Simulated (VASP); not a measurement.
# Ga2O3 (C2/m) in VASP: settings compared

Aim: see how the results for Ga2O3 move with the level of theory and the settings. Levels: PBE+D4, r2SCAN. Tasks: single point.

Program: VASP 6.6.1. These are calculated values, not measurements. Logs are shortened: lines on timing, memory, paths and dates and some standing lists are left out, and cuts for length are marked.

### 1 The cell of the first run

The structure is monoclinic, space group C2/m (No. 12). Conventional cell: a = 12.301 Å, b = 3.060 Å, c = 5.835 Å, α = 90.00°, β = 103.71°, γ = 90.00°. Within 2.6 Å of Ga (site symmetry m) lie 6 O at 1.95 to 2.09 Å. Ga (site symmetry m) has 4 O at 1.85 to 1.88 Å within 2.4 Å. O (site symmetry m) has 3 Ga at 1.85 to 1.95 Å within 2.5 Å. Within 2.5 Å of O (site symmetry m) lie 4 Ga at 1.88 to 2.09 Å. O (site symmetry m) has 3 Ga at 1.85 to 1.96 Å within 2.4 Å.

### 2 Single point, PBE+D4

File INCAR:

```
PREC = Accurate ; ENCUT = 520
EDIFF = 1E-7 ; ISMEAR = -1
SIGMA = 0.05 ; LREAL = F
LASPH = T ; NELM = 80
ALGO = Normal ; ISIF = 2
LWAVE = F ; LCHARG = T
GGA = PE ; IVDW = 13
LELF = T ; LVHAR = T
NBANDS = 55
```

File KPOINTS:

```
regular mesh
0
Gamma
  9 9 5
```

File POSCAR:

```
Ga2O3
1.0
    6.1504295922     -1.5299223634      0.0067465181
    6.1504295922      1.5299223634      0.0067465181
   -1.3896257023      0.0000000000      5.6673038775
Ga O
4 6
Direct
    0.3410586854      0.3410586854      0.6865865399
    0.6589413146      0.6589413146      0.3134134601
    0.9092693743      0.9092693743      0.2047168723
    0.0907306257      0.0907306257      0.7952831277
    0.5037706599      0.5037706599      0.7449214660
    0.4962293401      0.4962293401      0.2550785340
    0.8270826111      0.8270826111      0.4378081993
    0.1729173889      0.1729173889      0.5621918007
    0.8336445946      0.8336445946      0.8911114653
    0.1663554054      0.1663554054      0.1088885347
```

Potentials or basis: VASP PAW PBE potentials, release 64 (Ga_d, O).

The run is started by

```bash
cat potpaw_PBE.64/Ga_d/POTCAR potpaw_PBE.64/O/POTCAR > POTCAR
mpirun -np 1 vasp_std > vasp.out
```

OUTCAR:

```text
PREC = Accurate
   ENCUT = 520
   EDIFF = 1E-7
   ISMEAR = -1
   LREAL = F
   LASPH = T
   NELM = 80
   ISIF = 2
   GGA = PE
   IVDW = 13

 ion  position               nearest neighbor table
   1  0.341  0.341  0.687-   5 1.95   9 1.96   9 1.96   8 2.02   7 2.09   7 2.09
   2  0.659  0.659  0.313-   6 1.95  10 1.96  10 1.96   7 2.02   8 2.09   8 2.09
   3  0.909  0.909  0.205-   9 1.85   6 1.85   6 1.85   7 1.88
   4  0.091  0.091  0.795-  10 1.85   5 1.85   5 1.85   8 1.88
   5  0.504  0.504  0.745-   4 1.85   4 1.85   1 1.95
   6  0.496  0.496  0.255-   3 1.85   3 1.85   2 1.95
   7  0.827  0.827  0.438-   3 1.88   2 2.02   1 2.09   1 2.09
   8  0.173  0.173  0.562-   4 1.88   1 2.02   2 2.09   2 2.09
   9  0.834  0.834  0.891-   3 1.85   1 1.96   1 1.96
  10  0.166  0.166  0.109-   4 1.85   2 1.96   2 1.96

  LATTYP: Found a base centered monoclinic cell.
 ALAT       =    12.3008665848
 B/A-ratio  =     0.2487503385
 C/A-ratio  =     0.4743719248
 COS(beta)  =    -0.2370804219

  Lattice vectors:

 A1 = (   6.1504295922,  -1.5299223634,   0.0067465181)
 A2 = (   6.1504295922,   1.5299223634,   0.0067465181)
 A3 = (  -1.3896257023,   0.0000000000,   5.6673038775)

Analysis of symmetry for initial positions (statically):
=====================================================================
 Subroutine PRICEL returns:
 Original cell was already a primitive cell.

 Routine SETGRP: Setting up the symmetry group for a
 base centered monoclinic supercell.

 Subroutine GETGRP returns: Found  4 space group operations
 (whereof  4 operations were pure point group operations)
 out of a pool of  4 trial point group operations.

The static configuration has the point symmetry C_2h.

Analysis of symmetry for dynamics (positions and initial velocities):
=====================================================================
 Subroutine PRICEL returns:
 Original cell was already a primitive cell.

 Routine SETGRP: Setting up the symmetry group for a
 base centered monoclinic supercell.

 Subroutine GETGRP returns: Found  4 space group operations
 (whereof  4 operations were pure point group operations)
 out of a pool of  4 trial point group operations.

The dynamic configuration has the point symmetry C_2h.

 Subroutine INISYM returns: Found  4 space group operations
 (whereof  4 operations are pure point group operations),
 and found     1 'primitive' translations

[... 115 lines left out ...]
   NFREE  =      0    steps in history (QN), initial steepest desc. (CG)
   ISIF   =      2    stress and relaxation
   ISYM   =      2    0-nonsym 1-usesym 2-fastsym
   POTIM  = 0.5000    time-step for ionic-motion
   TEBEG  =    0.0;   TEEND  =   0.0 temperature during run
   PSTRESS=    0.0 pullay stress
   NELECT =      88.0000    total number of electrons
   NUPDOWN=      -1.0000    fix difference up-down
   EMIN   =  10.00;   EMAX   =-10.00  energy-range for DOS
   EFERMI =   0.00;   METHOD = LEGACY
   ISMEAR =    -1;   SIGMA  =   0.05  broadening in eV -4-tet -1-fermi 0-gaus
   EFERMI_NEDOS =   21; number of points for ismear=-14 and -15
   IALGO  =     38    algorithm
   IMIX   =      4    mixing-type and parameters
     AMIX     =   0.40;   BMIX     =  1.00
     AMIX_MAG =   1.60;   BMIX_MAG =  1.00
  volume/ion in A,a.u.               =      10.67        71.99
  Fermi-wavevector in a.u.,A,eV,Ry     =   1.535335  2.901362 32.072361  2.357252
  Thomas-Fermi vector in A             =   2.642137
   LORBIT       =      0    0 simple, 1 ext, 2 COOP (PROOUT), +10 PAW based schemes
   GGA     = PE    functional components
   LHFCALC =     F    Hartree Fock is set to
   AEXX    =    0.0000 exact exchange contribution
   IVDW    =    13    specifies the selected vdW correction
   LEPSILON=     F    determine dielectric tensor
   LRPA    =     F    only Hartree local field effects (RPA)
 non-spin polarized calculation
  energy-cutoff  :      520.00
  volume of cell :      106.68
 maximum number of plane-waves:      2895
   NGX = 23   NGY = 23   NGZ = 21

 number of electron      88.0000006 magnetization

 Free energy of the ion-electron system (eV)
  ---------------------------------------------------
  ext. energy  EPLUGINS =         0.00000000
  ---------------------------------------------------
  free energy    TOTEN  =       -59.62339885 eV

  energy without entropy =      -59.62339885  energy(sigma->0) =      -59.62339885

 E-fermi :   4.8098     XC(G=0): -11.5306

 val. band max:        3.6938965249   @ k =  -0.4444   0.4444   0.4000
 cond. band min:       5.9076616812   @ k =   0.0000   0.0000   0.0000
 fundamental gap:      2.2137651563
 Fermi energy:         4.8098350938

 k-point     1 :       0.0000    0.0000    0.0000
  band No.  band energies     occupation
      1     -15.0998      2.00000
      2     -13.9711      2.00000
      3     -13.9453      2.00000
      4     -13.8296      2.00000
      5     -13.3807      2.00000
      6     -13.3738      2.00000
[... 1381 lines left out ...]
     54      15.7203      0.00000
     55      15.9840      0.00000

 [... further k-points ...]

------------------------ aborting loop because EDIFF is reached ----------------------------------------

  DFT-D4 for vdW energy calculation

  Edisp (eV):   -3.08678

  FORCE on cell =-STRESS in cart. coord.  units (eV):
  Direction    XX          YY          ZZ          XY          YZ          ZX
  --------------------------------------------------------------------------------------
  -------------------------------------------------------------------------------------
  Total       0.39799     0.49886     0.40579     0.00000     0.00000     0.01641
  in kB       5.97701     7.49193     6.09423     0.00000     0.00000     0.24638
  external pressure =        6.52 kB  Pullay stress =        0.00 kB

 VOLUME and BASIS-vectors are now :
 -----------------------------------------------------------------------------
  energy-cutoff  :      520.00
  volume of cell :      106.68
      direct lattice vectors                 reciprocal lattice vectors
     6.150429592 -1.529922363  0.006746518     0.081273275 -0.326813969  0.019928247
     6.150429592  1.529922363  0.006746518     0.081273275  0.326813969  0.019928247
    -1.389625702  0.000000000  5.667303878    -0.000193500  0.000000000  0.176403300

 POSITION                                       TOTAL-FORCE (eV/Angst)
 -----------------------------------------------------------------------------------
      3.24122      0.00000      3.89570         0.010935      0.000000      0.004710
      7.67002      0.00000      1.78510        -0.010935      0.000000     -0.004710
     10.90031      0.00000      1.17246        -0.002215      0.000000     -0.007035
      0.01092      0.00000      4.50834         0.002215      0.000000      0.007035
      5.16165      0.00000      4.22849        -0.000388      0.000000     -0.005133
      5.74958      0.00000      1.45230         0.000388      0.000000      0.005133
      9.56544      0.00000      2.49235         0.012628      0.000000     -0.000994
      1.34580      0.00000      3.18844        -0.012628      0.000000      0.000994
      9.01623      0.00000      5.06145        -0.021013      0.000000      0.018738
      1.89500      0.00000      0.61935         0.021013      0.000000     -0.018738
 -----------------------------------------------------------------------------------
    total drift:                               -0.000000      0.000000      0.000000

  FREE ENERGIE OF THE ION-ELECTRON SYSTEM (eV)
  ---------------------------------------------------
  free  energy   TOTEN  =       -62.7101769204 eV

  energy  without entropy=      -62.7101769204  energy(sigma->0) =      -62.71017692
```

It took 14 min on 1 thread of Intel Xeon Platinum 8488C (Sapphire Rapids), shared host; peak memory 0.65 GiB.

What came out:

* Free energy: -62.7102 eV
* Pressure: 0.7 GPa
* Largest force: 0.028 eV/Å
* Band gap on the k mesh: 2.21 eV (least direct gap 2.23 eV)
* Dispersion energy per atom: -0.309 eV

Forces in eV/Å, atoms in the order of the input:
```
Ga   0.011  0.000  0.005
Ga  -0.011  0.000 -0.005
Ga  -0.002  0.000 -0.007
Ga   0.002  0.000  0.007
O    0.000  0.000 -0.005
O    0.000  0.000  0.005
O    0.013  0.000 -0.001
O   -0.013  0.000  0.001
O   -0.021  0.000  0.019
O    0.021  0.000 -0.019
```

Levels at points of the mesh, in eV from the valence-band top:
```tsv
k point	band 40	band 41	band 42	band 43	band 44	band 45	band 46	band 47	band 48	band 49
(0.00, 0.00, 0.00)	-0.69	-0.66	-0.48	-0.28	-0.02	2.21	5.54	6.54	6.60	7.67
```

A k mesh can miss the band edges. PBE gaps usually lie below the measured ones, often by a third to a half.

### 3 Single point, r2SCAN

This run uses another cell than the first one, of 10.86 Å³/atom.

File POSCAR:

```
Ga2O3
1.0
    6.1873644791     -1.5385332127      0.0000000000
    6.1873644791      1.5385332127      0.0000000000
   -1.4042276835      0.0000000000      5.7040962965
Ga O
4 6
Direct
    0.3413400000      0.3413400000      0.6859800000
    0.6586600000      0.6586600000      0.3140200000
    0.9095000000      0.9095000000      0.2054000000
    0.0905000000      0.0905000000      0.7946000000
    0.5041000000      0.5041000000      0.7434000000
    0.4959000000      0.4959000000      0.2566000000
    0.8267000000      0.8267000000      0.4368000000
    0.1733000000      0.1733000000      0.5632000000
    0.8355000000      0.8355000000      0.8902000000
    0.1645000000      0.1645000000      0.1098000000
```

File INCAR.step1:

```
SYSTEM = Ga2O3
ALGO = Normal ; EDIFF = 1E-4
ENCUT = 520 ; GGA = PE
ISMEAR = -1 ; LASPH = .TRUE.
LCHARG = .FALSE. ; LREAL = .FALSE.
LWAVE = .TRUE. ; NBANDS = 55
NELM = 60 ; PREC = Accurate
SIGMA = 0.05
```

File INCAR.step2:

```
SYSTEM = Ga2O3
ALGO = Normal ; EDIFF = 1E-6
ENCUT = 520 ; ISIF = 2
ISMEAR = -1 ; ISTART = 1
LASPH = .TRUE. ; LCHARG = .FALSE.
LMIXTAU = .TRUE. ; LREAL = .FALSE.
LWAVE = .FALSE. ; METAGGA = R2SCAN
NBANDS = 55 ; NELM = 60
PREC = Accurate ; SIGMA = 0.05
```

File KPOINTS:

```
k-points
0
G
  9 9 5
  0 0 0
```

Potentials or basis: VASP PAW PBE potentials, release 64 (Ga_d, O).

The run is started by

```bash
cat potpaw_PBE.64/Ga_d/POTCAR potpaw_PBE.64/O/POTCAR > POTCAR
cp INCAR.step1 INCAR
mpirun -np 1 vasp_std > vasp.out
cp INCAR.step2 INCAR
mpirun -np 1 vasp_std > vasp.out
```

Wall time 1.8 h (1 thread of Oxide Virtual Turin-like, shared host); peak memory 0.66 GiB.

It converged, with:

```yaml
Free_energy: -102.4077 eV
Pressure: -4.9 GPa
Largest_force: 0.175 eV/Å
Band_gap_on_the_k_mesh: 2.71 eV (least direct gap 2.74 eV)
```

Forces in eV/Å, atoms in the order of the input:
```
Ga  -0.001  0.000 -0.047
Ga   0.001  0.000  0.047
Ga  -0.013  0.000 -0.070
Ga   0.013  0.000  0.070
O   -0.001  0.000  0.054
O    0.001  0.000 -0.054
O   -0.033  0.000 -0.011
O    0.033  0.000  0.011
O    0.157  0.000  0.077
O   -0.157  0.000 -0.077
```

Stress tensor (GPa, compression positive):
```
-4.49  0.00 -0.13
 0.00 -5.25  0.00
-0.13  0.00 -5.10
```

Levels at points of the mesh, in eV from the valence-band top:
| k point | band 40 | band 41 | band 42 | band 43 | band 44 | band 45 | band 46 | band 47 | band 48 | band 49 |
| --- | --- | --- | --- | --- | --- | --- | --- | --- | --- | --- |
| (0.00, 0.00, 0.00) | -0.68 | -0.66 | -0.46 | -0.27 | -0.03 | 2.71 | 6.10 | 7.16 | 7.20 | 8.34 |

Caveat: the cell stands under tension; the PAW data sets were made with another functional, which shifts forces and pressure a little. r2SCAN opens gaps a little over a GGA but as a rule still falls short of measured ones.
